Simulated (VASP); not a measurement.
Crystal: PtC3.

```
Pt C
1.0
     3.33400    0.00000    0.00000
     0.00000    3.33400    0.00000
     0.00000    0.00000    3.33400
Pt C
1 3
Direct
  0.00000 0.00000 0.00000
  0.00000 0.50000 0.50000
  0.50000 0.00000 0.50000
  0.50000 0.50000 0.00000
```

```yaml
Program: VASP 6.6.1
Task: relaxation of cell and atoms
Functional: PBE
Potentials_or_basis: VASP PAW PBE potentials, release 64 (Pt, C)
Cutoff: 600 eV
k_mesh: 6 × 6 × 6
Occupations: gaussian, width 0.1 eV
Spin: no spin polarisation
```

At the start: pressure 9.9 GPa; volume 9.26 Å³/atom.

**Question.** How do energy, volume and symmetry change on relaxing?

**Answer.** Over 3 steps the energy falls by 13.8 meV/atom and the volume is 9.73 Å³/atom (+5.0 %); space group Pm-3m (No. 221, to 0.1 Å) before and after.

Step by step:
```
step  energy change (eV)  largest force (eV/Å)  pressure (GPa)  volume (Å³)
   1              0.0000                0.0000            9.86        37.06
   2             -0.0324                0.0000           -5.63        40.20
   3             -0.0553                0.0000            0.02        38.93
```

Final structure:
```
CELL_PARAMETERS angstrom
3.38916 0.00000 0.00000
0.00000 3.38916 0.00000
0.00000 0.00000 3.38916
ATOMIC_POSITIONS crystal
Pt 0.00000 0.00000 0.00000
C 0.00000 0.50000 0.50000
C 0.50000 0.00000 0.50000
C 0.50000 0.50000 0.00000
```
